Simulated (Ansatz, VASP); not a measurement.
## One calculation of TiCo, two programs

The input INCAR:

```
SYSTEM = TiCo
  PREC = Accurate
  ENCUT = 690
  EDIFF = 1E-6
  ISMEAR = 0
  SIGMA = 0.05
  LREAL = .FALSE.
  LASPH = .TRUE.
  NELM = 200
  ALGO = Normal
  ISIF = 2
  LWAVE = .FALSE.
  LCHARG = .TRUE.
  ISPIN = 2
  MAGMOM = 0 0.27
  LORBIT = 11
  LMAXMIX = 4
  LELF = .TRUE.
  LVHAR = .TRUE.
  NBANDS = 26
  GGA_COMPAT = .FALSE.
```

KPOINTS

```
Automatic mesh
0
G
  16 16 16
  0 0 0
```

POSCAR

```
TiCo
1.0
    2.8825867411      0.0000000000      0.0000000000
    0.0000000000      2.8825867411      0.0000000000
    0.0000000000      0.0000000000      2.8825867411
Ti Co
1 1
Direct
    0.0000000000      0.0000000000      0.0000000000
    0.5000000000      0.5000000000      0.5000000000
```

Input for Ansatz:

```yaml
crystal:
  lattice:
    - [2.8825867411, 0.0, 0.0]
    - [0.0, 2.8825867411, 0.0]
    - [0.0, 0.0, 2.8825867411]
  atoms:
    - { symbol: Ti, position: [0.0, 0.0, 0.0] }
    - { symbol: Co, position: [0.5, 0.5, 0.5], spin: 0.27 }
basis:
  ecutwfc: 420
  ecutrho_ratio: 4
kpoints:
  mp_grid: { grid: [16, 16, 16] }
hamiltonian:
  xc: lda
scf:
  occupations: { method: gaussian, width: 0.05 }
output:
  forces: true
  stress: true
  eigenvalues: true
  populations: true
magnetization:
  spin_polarized: true
```

Alike in both runs: task single point; functional LDA; k mesh 16 × 16 × 16; occupations gaussian, width 0.05 eV; collinear spin.

|  | VASP | Ansatz |
| --- | --- | --- |
| version | VASP 6.6.1 | Ansatz 0.2.0 |
| potentials or method | VASP PAW LDA potentials, release 64 (Ti_sv, Co_sv), cutoff 690 eV | scalar-relativistic, plane waves, PAW |
| valence electrons in the cell | 29 | 29 |

```csv
,VASP,Ansatz,Ansatz less VASP
gap on the k mesh at the Fermi level (eV),none,none,-
pressure (GPa),3.9,4.5,+0.56
net moment per atom (μB),0.07,0.11,+0.039
size of the moment on the site where the two differ most (μB),0.12,0.21,+0.084
```

LDA's correlation is that of Perdew and Zunger in VASP and of Perdew and Wang (1992) in Ansatz. Site moments also hang on the region over which each program counts them. A gap of «none» marks a metal or a gap that the smearing closes.
